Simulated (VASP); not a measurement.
Wanted: the native input for a VASP 6.6.1 run.

| Item | Value |
| --- | --- |
| Task | single point |
| Functional | PBE |
| Potentials or basis | VASP PAW PBE potentials, release 64 (W_sv, Ru_pv, Hf_pv, B) |
| Cutoff | 520 eV |
| k mesh | 2 × 2 × 2, shifted |
| Occupations | gaussian, width 0.1 eV |
| Spin | no spin polarisation |
| Dipole correction | no |
| Further INCAR settings | LREAL = Auto; ALGO = Normal; EDIFF = 1e-07; NBANDS = 158; ISYM = 0 |

The structure of Hf6B3Ru7W8 lies in POSCAR:

```
Hf6B3Ru7W8
1.0
    7.3453589400     -0.2181467514      0.0712352489
   -0.2099103565      7.6687179128     -0.1223084831
    0.0632705654     -0.1281741473      6.7598533648
W Ru Hf B
8 7 6 3
Direct
    0.2762328698      0.5855828294      0.1778501917
    0.8278235085      0.7444477292      0.6634839430
    0.6690904265      0.0162627210      0.4840946724
    0.3288173759      0.9081000367      0.4628273241
    0.4550466232      0.0374538686      0.1256971784
    0.4169462694      0.1710863952      0.7716651019
    0.9742476875      0.4961448088      0.3971400177
    0.7707333027      0.0661802645      0.8748176523
    0.5384120307      0.5016456929      0.8609722888
    0.6899802474      0.3267447536      0.1979256040
    0.3663552419      0.3064110122      0.4051864027
    0.5437355594      0.6076077370      0.4673361667
    0.2265829241      0.5752570909      0.6584762169
    0.7182744192      0.3347876960      0.6001485391
    0.4956166389      0.8215200378      0.7821811512
    0.0872071133      0.2027020194      0.1373469284
    0.0009297360      0.8502168974      0.3012501298
    0.1408696466      0.8703302961      0.8709338262
    0.6592825830      0.7297538154      0.1297445499
    0.0619305894      0.1894086738      0.6290970383
    0.9270121015      0.4836337212      0.9237536874
    0.2432405515      0.3928590131      0.8931032812
    0.7698254432      0.0560585951      0.1872711888
    0.4065284979      0.3262930768      0.0757498886
```

These files were run (other wordings do the same):

INCAR

```
SYSTEM = Hf6B3Ru7W8
ALGO = Normal
EDIFF = 1E-7
ENCUT = 520
GGA = PE
ISIF = 2
ISMEAR = 0
ISYM = 0
LASPH = .True.
LCHARG = .False.
LREAL = Auto
LWAVE = .False.
NBANDS = 158
NELM = 60
PREC = Accurate
SIGMA = 0.1
```

KPOINTS

```
Automatic mesh
0
Gamma
  2 2 2
  0.5 0.5 0.5
```

Potentials or basis: VASP PAW PBE potentials, release 64 (W_sv, Ru_pv, Hf_pv, B).

The run is started by

```bash
$ cat potpaw_PBE.64/W_sv/POTCAR potpaw_PBE.64/Ru_pv/POTCAR potpaw_PBE.64/Hf_pv/POTCAR potpaw_PBE.64/B/POTCAR > POTCAR
$ mpirun -np 1 vasp_std > vasp.out
```

Results of the run:

- Pressure: -0.2 GPa
- Largest force: 0.072 eV/Å

Caveat: the k points lie up to 0.46 Å⁻¹ apart.

Run time: 14 min on 1 thread of Oxide Virtual Turin-like Processor, on a shared host, peak memory 0.49 GiB.
